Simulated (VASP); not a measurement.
Write the native input for VASP 6.6.1 that does the following.

| Quantity | Value |
| --- | --- |
| Task | single point |
| Functional | PBE |
| Potentials or basis | VASP PAW PBE potentials, release 64 (La, Zr_sv) |
| Cutoff | 520 eV |
| k mesh | 5 × 5 × 5 |
| Occupations | fermi-dirac, width 0.1 eV |
| Spin | collinear spin, zero start |
| Starting moments | [0.0, 0.0, 0.0, 0.0] μB |
| Dipole correction | no |
| Further INCAR settings | ALGO = Normal; EDIFF = 1e-06; NBANDS = 34 |

The structure of La3Zr lies in POSCAR:

```
La3Zr
1.0
    5.0726740000      0.0000000000      0.0000000000
    0.0000000000      5.0726740000      0.0000000000
    0.0000000000      0.0000000000      5.0726740000
La Zr
3 1
Direct
    0.0000000000      0.5000000000      0.5000000000
    0.5000000000      0.0000000000      0.5000000000
    0.5000000000      0.5000000000      0.0000000000
    0.0000000000      0.0000000000      0.0000000000
```

These files were run (other wordings do the same):

INCAR

```
ALGO = Normal
EDIFF = 1E-6
ENCUT = 520
GGA = PE
ISIF = 2
ISMEAR = -1
ISPIN = 2
LASPH = True
LCHARG = False
LMAXMIX = 6
LORBIT = 11
LREAL = False
LWAVE = False
MAGMOM = 0 0 0 0
NBANDS = 34
NELM = 150
PREC = Accurate
SIGMA = 0.1
```

KPOINTS

```
k-points
0
Gamma
  5 5 5
```

Potentials or basis: VASP PAW PBE potentials, release 64 (La, Zr_sv).

Run with:

```bash
$ cat potpaw_PBE.64/La/POTCAR potpaw_PBE.64/Zr_sv/POTCAR > POTCAR
$ mpirun -np 1 vasp_std > vasp.out
```

Results of the run:

```json
{
 "Pressure": "-0.1 GPa",
 "Net moment": "0.00 μB per cell",
 "Valence electrons inside the program's atomic spheres": "La 8.66; Zr 9.72"
}
```

Wall time 75 s on 1 thread of AMD EPYC 9R45 96-Core Processor (Zen 5), with other jobs on the host, peak memory 0.29 GiB.
